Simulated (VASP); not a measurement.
Write the native input for VASP 6.6.1 that does the following.

- Task: single point
- Functional: PBE
- Potentials or basis: VASP PAW PBE potentials, release 64 (Ru_pv)
- Cutoff: 520 eV
- k mesh: 19 × 19 × 19
- Occupations: fermi-dirac, width 0.05 eV
- Spin: no spin polarisation
- Dipole correction: no
- Further INCAR settings: ALGO = Normal; EDIFF = 1e-07; NBANDS = 13

The structure of Ru lies in POSCAR:

```
Ru
1.0
   -1.5267235061      1.5267235061      1.5267235061
    1.5267235061     -1.5267235061      1.5267235061
    1.5267235061      1.5267235061     -1.5267235061
Ru
1
Direct
    0.0000000000      0.0000000000      0.0000000000
```

The input as run:

INCAR

```
PREC = Accurate ; ENCUT = 520
EDIFF = 1E-7 ; ISMEAR = -1
SIGMA = 0.05 ; LREAL = False
LASPH = True ; NELM = 80
ALGO = Normal ; ISIF = 2
LWAVE = False ; LCHARG = True
GGA = PE ; LELF = True
LVHAR = True ; NBANDS = 13
```

KPOINTS

```
regular mesh
0
Gamma
  19 19 19
```

Potentials or basis: VASP PAW PBE potentials, release 64 (Ru_pv).

Launch:

```console
$ cat potpaw_PBE.64/Ru_pv/POTCAR > POTCAR
$ mpirun -np 1 vasp_std > vasp.out
```

It gave:

* Pressure: -0.1 GPa
* Band gap on the k mesh: zero (band 7 reaches 13.81 eV, above the bottom of band 8 at 10.32 eV)

Wall time 40 s on 1 thread of AMD EPYC 9R45 (Zen 5), on a shared host, peak memory 0.11 GiB.
